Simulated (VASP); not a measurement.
Input of a VASP 6.6.1 run:

The input INCAR:

```
SYSTEM = Si3Ge
PREC = Accurate ; ENCUT = 520
EDIFF = 1E-7 ; ISMEAR = -1
SIGMA = 0.069 ; LREAL = .False.
LASPH = .True. ; NELM = 100
ALGO = Normal ; ISIF = 2
LWAVE = .False. ; LCHARG = .False.
GGA = PS ; NBANDS = 21
```

Contents of KPOINTS:

```
regular mesh
0
Gamma
  4 4 4
  0 0 0
```

POSCAR

```
Si3Ge
1.0
    1.9426527489      1.1215910875      6.3409676215
   -1.9426527489      1.1215910875      6.3409676215
    0.0000000000     -2.2431821750      6.3409676214
Si Ge
3 1
Direct
    0.9961397257     -0.0067096003      0.0284457549
    0.5095185036      0.4968826890      0.4923998686
    0.3846093339      0.3600002008      0.3845659204
    0.8690660560      0.8845701136      0.8632101842
```

Potentials or basis: VASP PAW PBE potentials, release 64 (Si, Ge_d).

Run with:

```console
$ cat potpaw_PBE.64/Si/POTCAR potpaw_PBE.64/Ge_d/POTCAR > POTCAR
$ mpirun -np 1 vasp_std > vasp.out
```

What does it give for the largest force?

1.371 eV/Å.

Predict the pressure.

0.3 GPa.

Predict the band gap on the k mesh.

0.13 eV, indirect (least direct gap 0.81 eV).

Forces in eV/Å, atoms in the order of the input:
```
Si   0.583  0.690 -1.031
Si  -0.710  0.098 -0.225
Si  -0.614 -0.598  0.170
Ge   0.742 -0.189  1.086
```

Caveat: the k points lie up to 0.47 Å⁻¹ apart; the PAW data sets were made with another functional, which shifts forces and pressure a little. A k mesh can miss the band edges.
